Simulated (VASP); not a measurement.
Wanted: the native input for a VASP 6.6.1 run.

```yaml
Task: single point
Functional: PBE
Potentials_or_basis: VASP PAW PBE potentials, release 64 (Sr_sv, Cl)
Cutoff: 520 eV
k_mesh: 6 × 6 × 6
Occupations: gaussian, width 0.01 eV
Spin: no spin polarisation
Dipole_correction: no
Further_INCAR_settings: ALGO = Normal; EDIFF = 1e-06; NBANDS = 19
```

The structure of SrCl2 lies in POSCAR:

```
SrCl2
1.0
    0.0000000000      3.4976509415      3.4976509415
    3.4976509415      0.0000000000      3.4976509415
    3.4976509415      3.4976509415      0.0000000000
Sr Cl
1 2
Direct
    0.0000000000      0.0000000000      0.0000000000
    0.2500000000      0.2500000000      0.2500000000
    0.7500000000      0.7500000000      0.7500000000
```

These files were run (other wordings do the same):

INCAR

```
ALGO     = Normal         # electronic algorithm
EDIFF    = 1E-6           # SCF threshold, eV
ENCUT    = 520            # plane-wave cutoff, eV
GGA      = PE             # functional
ISIF     = 2              # what is computed and relaxed
ISMEAR   = 0              # smearing method
LASPH    = T              # aspherical terms in the spheres
LCHARG   = T              # write CHGCAR
LELF     = T              # ELF
LREAL    = F              # projectors in reciprocal space
LVHAR    = T            
LWAVE    = F              # write WAVECAR
NBANDS   = 19             # bands
NELM     = 60             # most SCF steps
PREC     = Accurate       # precision mode
SIGMA    = 0.01           # smearing width, eV
```

KPOINTS

```
k-points
0
Gamma
  6 6 6
```

Potentials or basis: VASP PAW PBE potentials, release 64 (Sr_sv, Cl).

The run is started by

```bash
$ cat potpaw_PBE.64/Sr_sv/POTCAR potpaw_PBE.64/Cl/POTCAR > POTCAR
$ mpirun -np 1 vasp_std > vasp.out
```

Results of the run:

* Pressure: 0.8 GPa
* Band gap on the k mesh: 5.31 eV, indirect (least direct gap 5.51 eV)

Wall time 33 s on 1 thread of Intel(R) Xeon(R) Platinum 8259CL CPU @ 2.50GHz (Skylake/Cascade Lake), on a shared host, peak memory 0.23 GiB.
